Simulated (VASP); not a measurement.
# CsHoCu (P-6m2) in VASP: relaxation of cell and atoms with PBE

Aim: the relaxation of cell and atoms of CsHoCu with PBE.

Everything below comes from runs of VASP 6.6.1. Logs are shortened: lines on timing, memory, paths and dates and some standing lists are left out, and cuts for length are marked.

## Step 1: The cell of the first run

It takes space group P-6m2 (No. 187, hexagonal). The conventional cell has a = 5.574 Å, b = 5.574 Å, c = 3.449 Å, α = 90.00°, β = 90.00°, γ = 120.00°. Cs (site symmetry -6m2) has 3 Cu at 3.22 Å and 2 Cs at 3.45 Å and 6 Ho at 3.65 Å within 4.2 Å. Within 4.5 Å of Ho (site symmetry -6m2) lie 2 Ho at 3.45 Å and 6 Cu at 3.65 Å and 6 Cs at 3.65 Å. Within 4.2 Å of Cu (site symmetry -6m2) lie 3 Cs at 3.22 Å and 2 Cu at 3.45 Å and 6 Ho at 3.65 Å.

The cell was generated, and may not be a known phase.

## Step 2: Relaxation of cell and atoms, PBE

Input file INCAR:

```
  PREC = Accurate
  ENCUT = 600
  EDIFF = 1E-7
  ISMEAR = 0
  SIGMA = 0.1
  LREAL = F
  LASPH = T
  NELM = 200
  ALGO = Normal
  ISIF = 3
  LWAVE = F
  LCHARG = F
  GGA = PE
  IBRION = 2
  NSW = 100
  EDIFFG = -0.01
  GGA_COMPAT = F
  NELMIN = 4
  LMAXMIX = 6
```

Input file KPOINTS:

```
regular mesh
0
Gamma
  12 12 14
```

Input file POSCAR:

```
CsHoCu
1.0
    5.5735846535      0.0000000033      0.0000000000
   -2.7867923296      4.8268658984      0.0000000000
    0.0000000000      0.0000000000      3.4488513482
Cs Ho Cu
1 1 1
Direct
    0.0000000000      0.0000000000      0.0000000000
    0.6666666667      0.3333333333      0.5000000000
    0.3333333333      0.6666666667      0.0000000000
```

Potentials or basis: VASP PAW PBE potentials, release 64 (Cs_sv, Ho_3, Cu), 4f in core.

Started as:

```console
$ cat potpaw_PBE.64/Cs_sv/POTCAR potpaw_PBE.64/Ho_3/POTCAR potpaw_PBE.64/Cu/POTCAR > POTCAR
$ mpirun -np 1 vasp_std > vasp.out
```

OUTCAR:

```text
PREC = Accurate
   ENCUT = 600
   EDIFF = 1E-7
   ISMEAR = 0
   LREAL = F
   LASPH = T
   NELM = 200
   ISIF = 3
   GGA = PE
   IBRION = 2
   NSW = 100
   EDIFFG = -0.01
   NELMIN = 4

 ion  position               nearest neighbor table
   1  0.000  0.000  0.000-
   2  0.667  0.333  0.500-
   3  0.333  0.667  0.000-

  LATTYP: Found a hexagonal cell.
 ALAT       =     5.5735846535
 C/A-ratio  =     0.6187851379

  Lattice vectors:

 A1 = (   5.5735846535,   0.0000000033,   0.0000000000)
 A2 = (  -2.7867923296,   4.8268658984,   0.0000000000)
 A3 = (   0.0000000000,   0.0000000000,   3.4488513482)

Analysis of symmetry for initial positions (statically):
=====================================================================
 Subroutine PRICEL returns:
 Original cell was already a primitive cell.

 Routine SETGRP: Setting up the symmetry group for a
 hexagonal supercell.

 Subroutine GETGRP returns: Found 12 space group operations
 (whereof 12 operations were pure point group operations)
 out of a pool of 24 trial point group operations.

The static configuration has the point symmetry D_3h.

Analysis of symmetry for dynamics (positions and initial velocities):
=====================================================================
 Subroutine PRICEL returns:
 Original cell was already a primitive cell.

 Routine SETGRP: Setting up the symmetry group for a
 hexagonal supercell.

 Subroutine GETGRP returns: Found 12 space group operations
 (whereof 12 operations were pure point group operations)
 out of a pool of 24 trial point group operations.

The dynamic configuration has the point symmetry D_3h.

 Subroutine INISYM returns: Found 12 space group operations
 (whereof 12 operations are pure point group operations),
 and found     1 'primitive' translations

----------------------------------------------------------------------------------------

                                     Primitive cell

  volume of cell :      92.7843

  direct lattice vectors                    reciprocal lattice vectors
     5.573584654  0.000000003  0.000000000     0.179417747  0.103586885  0.000000000
    -2.786792330  4.826865898  0.000000000    -0.000000000  0.207173769  0.000000000
     0.000000000  0.000000000  3.448851348     0.000000000  0.000000000  0.289951610

  length of vectors
     5.573584654  5.573584653  3.448851348     0.207173769  0.207173769  0.289951610

  position of ions in fractional coordinates (direct lattice)
     0.000000000  0.000000000  0.000000000
     0.666666667  0.333333333  0.500000000
     0.333333333  0.666666667  0.000000000

  ion indices of the primitive-cell ions
   primitive index   ion index
                 1           1
                 2           2
                 3           3

----------------------------------------------------------------------------------------

 KPOINTS: regular mesh

Automatic generation of k-mesh.
 Grid dimensions read from file:
 generate k-points for:   12   12   14

 Generating k-lattice:

  Cartesian coordinates                     Fractional coordinates (reciprocal lattice)
     0.014951479  0.008632240  0.000000000     0.083333333  0.000000000  0.000000000
    -0.000000000  0.017264481  0.000000000     0.000000000  0.083333333  0.000000000
     0.000000000  0.000000000  0.020710829     0.000000000  0.000000000  0.071428571

  Length of vectors
     0.017264481  0.017264481  0.020710829

  Shift w.r.t. Gamma in fractional coordinates (k-lattice)
     0.000000000  0.000000000  0.000000000

 Subroutine IBZKPT returns following result:
 ===========================================

 Found    152 irreducible k-points:

 Following reciprocal coordinates:
            Coordinates               Weight
  0.000000  0.000000  0.000000      1.000000
  0.083333  0.000000  0.000000      6.000000
  0.166667  0.000000  0.000000      6.000000
  0.250000  0.000000  0.000000      6.000000
  0.333333  0.000000  0.000000      6.000000
  0.416667  0.000000  0.000000      6.000000
[... 16 lines left out ...]
  0.250000  0.000000  0.071429     12.000000
  0.333333  0.000000  0.071429     12.000000
 [... further k-points ...]
   k-points           NKPTS =    152   k-points in BZ     NKDIM =    152   number of bands    NBANDS=     18
   number of dos      NEDOS =    301   number of ions     NIONS =      3
   total plane-waves  NPLWV =  64512
   dimension x,y,z NGX =    48 NGY =   48 NGZ =   28
   dimension x,y,z NGXF=    96 NGYF=   96 NGZF=   56
   ions per type =               1   1   1
   NGX,Y,Z   is equivalent  to a cutoff of  14.32, 14.32, 13.50 a.u.
   NGXF,Y,Z  is equivalent  to a cutoff of  28.63, 28.63, 26.99 a.u.
 SYSTEM =  unknown system
   PREC   = accura    normal or accurate (medium, high low for compatibility)
   ISTART =      0    job   : 0-new  1-cont  2-samecut
   ICHARG =      2    charge: 1-file 2-atom 10-const
   ISPIN  =      1    spin polarized calculation?
   LNONCOLLINEAR =      F non collinear calculations
   LSORBIT =      F    spin-orbit coupling
   LASPH  =      T    aspherical Exc in radial PAW
   ENCUT  =  600.0 eV  44.10 Ry    6.64 a.u.  11.13 11.13  6.89*2*pi/ulx,y,z
   NELM   =    200;   NELMIN=  4; NELMDL= -5     # of ELM steps
   EDIFF  = 0.1E-06   stopping-criterion for ELM
   LREAL  =      F    real-space projection
   EDIFFG = -.1E-01   stopping-criterion for IOM
   NSW    =    100    number of steps for IOM
   IBRION =      2    ionic relax: 0-MD 1-quasi-New 2-CG
   NFREE  =      1    steps in history (QN), initial steepest desc. (CG)
   ISIF   =      3    stress and relaxation
   ISYM   =      2    0-nonsym 1-usesym 2-fastsym
   POTIM  = 0.5000    time-step for ionic-motion
   TEBEG  =    0.0;   TEEND  =   0.0 temperature during run
   PSTRESS=    0.0 pullay stress
   NELECT =      29.0000    total number of electrons
   NUPDOWN=      -1.0000    fix difference up-down
   EMIN   =  10.00;   EMAX   =-10.00  energy-range for DOS
   EFERMI =   0.00;   METHOD = LEGACY
   ISMEAR =     0;   SIGMA  =   0.10  broadening in eV -4-tet -1-fermi 0-gaus
   EFERMI_NEDOS =   21; number of points for ismear=-14 and -15
   IALGO  =     38    algorithm
   IMIX   =      4    mixing-type and parameters
     AMIX     =   0.40;   BMIX     =  1.00
     AMIX_MAG =   1.60;   BMIX_MAG =  1.00
  volume/ion in A,a.u.               =      30.93       208.71
  Fermi-wavevector in a.u.,A,eV,Ry     =   1.111005  2.099495 16.794112  1.234332
  Thomas-Fermi vector in A             =   2.247563
   LORBIT       =      0    0 simple, 1 ext, 2 COOP (PROOUT), +10 PAW based schemes
   GGA     = PE    functional components
   LHFCALC =     F    Hartree Fock is set to
   AEXX    =    0.0000 exact exchange contribution
   IVDW    =     0    specifies the selected vdW correction
   LEPSILON=     F    determine dielectric tensor
   LRPA    =     F    only Hartree local field effects (RPA)
 conjugate gradient relaxation of ions
 non-spin polarized calculation
 Gauss-broadening in eV      SIGMA  =   0.10
  energy-cutoff  :      600.00
  volume of cell :       92.78
 maximum number of plane-waves:      3120
 NGX is ok and might be reduce to    48
   NGX = 23   NGY = 23   NGZ = 13

--------------------------------------- Ionic step        1  -------------------------------------------

 number of electron      29.0000002 magnetization

 Free energy of the ion-electron system (eV)
  ---------------------------------------------------
  ext. energy  EPLUGINS =         0.00000000
  ---------------------------------------------------
  free energy    TOTEN  =        -6.29588851 eV

  energy without entropy =       -6.27458896  energy(sigma->0) =       -6.28523874

------------------------ aborting loop because EDIFF is reached ----------------------------------------

  FORCE on cell =-STRESS in cart. coord.  units (eV):
  Direction    XX          YY          ZZ          XY          YZ          ZX
  --------------------------------------------------------------------------------------
  -------------------------------------------------------------------------------------
  Total        0.1507898      0.1507898      0.2072419      0.0000000      0.0000000      0.0000000
  in kB        2.6038034      2.6038034      3.5786056      0.0000000      0.0000000      0.0000000
  external PRESSURE =       2.9287375 kB  Pullay stress =       0.0000000 kB
[... 59 lines left out ...]
  energy  without entropy=       -6.2752298811  energy(sigma->0) =       -6.28602544

--------------------------------------- Ionic step        3  -------------------------------------------

 number of electron      29.0000003 magnetization

 Free energy of the ion-electron system (eV)
  ---------------------------------------------------
  ext. energy  EPLUGINS =         0.00000000
  ---------------------------------------------------
  free energy    TOTEN  =        -6.29706852 eV

  energy without entropy =       -6.27526772  energy(sigma->0) =       -6.28616812

 E-fermi :   3.4857     XC(G=0):  -9.3629

 val. band max:        3.4801951907   @ k =   0.4167   0.1667   0.4286
 cond. band min:       3.4950345529   @ k =   0.1667   0.0000   0.5000
 fundamental gap:      0.0148393622
 Fermi energy:         3.4857363201

 k-point     1 :       0.0000    0.0000    0.0000
  band No.  band energies     occupation
      1     -21.8134      2.00000
      2     -21.8134      2.00000
      3     -21.3610      2.00000
      4     -19.5874      2.00000
      5      -6.5793      2.00000
      6      -6.5793      2.00000
[... 10 lines left out ...]
     17       4.8615      0.00000
     18       5.5210      0.00000
[... 466 lines left out ...]
      2     -21.8121      2.00000
      3     -21.3801      2.00000
      4     -19.5498      2.00000
      5      -6.7297      2.00000
      6      -6.5580      2.00000
[... 10 lines left out ...]
     17       4.8498      0.00000
     18       5.6635      0.00000

 [... further k-points ...]

------------------------ aborting loop because EDIFF is reached ----------------------------------------

  FORCE on cell =-STRESS in cart. coord.  units (eV):
  Direction    XX          YY          ZZ          XY          YZ          ZX
  --------------------------------------------------------------------------------------
  -------------------------------------------------------------------------------------
  Total        0.0229002      0.0229002     -0.0055993      0.0000000      0.0000000      0.0000000
  in kB        0.3897887      0.3897887     -0.0953074      0.0000000      0.0000000      0.0000000
  external PRESSURE =       0.2280900 kB  Pullay stress =       0.0000000 kB
[... 18 lines left out ...]
  FREE ENERGIE OF THE ION-ELECTRON SYSTEM (eV)
  ---------------------------------------------------
  free  energy   TOTEN  =        -6.2970685224 eV

  energy  without entropy=       -6.2752677233  energy(sigma->0) =       -6.28616812

 reached required accuracy - stopping structural energy minimisation
```

Run time: 8.9 min. Hardware: 1 thread of Intel Xeon 6975P-C (Granite Rapids), shared host; peak memory 0.54 GiB.

What came out:

- Free energy: -6.2971 eV
- Relaxed volume: 31.38 Å³/atom
- Relaxed cell: a = 5.597 Å, b = 5.597 Å, c = 3.469 Å, α = 90.00°, β = 90.00°, γ = 120.00°
- Space group after relaxing (to 0.1 Å): P-6m2 (No. 187)
- Energy gained by relaxing: 0.4 meV/atom
- Ionic steps: 3
- Pressure after relaxing: 0.0 GPa
- Band gap on the k mesh: zero (an odd number of electrons rules out a gap without spin polarisation)

The path:
```tsv
step	energy change (eV)	largest force (eV/Å)	pressure (GPa)	volume (Å³)
1	0.0000	0.0000	0.29	92.78
2	-0.0009	0.0000	0.13	93.55
3	-0.0012	0.0000	0.02	94.13
```

Final structure:
```
Cs Ho Cu
1.0
     5.59740    0.00000    0.00000
    -2.79870    4.84749    0.00000
     0.00000    0.00000    3.46910
Cs Ho Cu
1 1 1
Direct
  0.00000 0.00000 0.00000
  0.66667 0.33333 0.50000
  0.33333 0.66667 0.00000
```

Levels at points of the mesh, in eV from the Fermi level:
| k point | band 12 | band 13 | band 14 | band 15 | band 16 | band 17 | band 18 |
| --- | --- | --- | --- | --- | --- | --- | --- |
| (0.00, 0.00, 0.00) | -2.09 | -2.09 | -0.77 | -0.19 | -0.19 | 1.38 | 2.04 |
| (0.50, 0.00, 0.00) | -2.10 | -2.08 | -1.96 | -0.07 | 0.39 | 1.00 | 2.39 |
| (0.00, 0.00, 0.50) | -2.26 | -1.00 | -0.71 | -0.52 | -0.52 | 0.10 | 0.10 |
| (0.50, 0.00, 0.50) | -2.19 | -1.23 | -1.11 | 0.31 | 0.69 | 0.94 | 1.28 |

Caveat: the highest band is partly filled, so the run has too few bands; spin-orbit coupling is left out, which moves the levels of the heavy elements; the 4f electrons are frozen in the core, so they carry no moment and show no levels. Spin polarisation is off, so any magnetic state and its effect on volume and gap are missing.
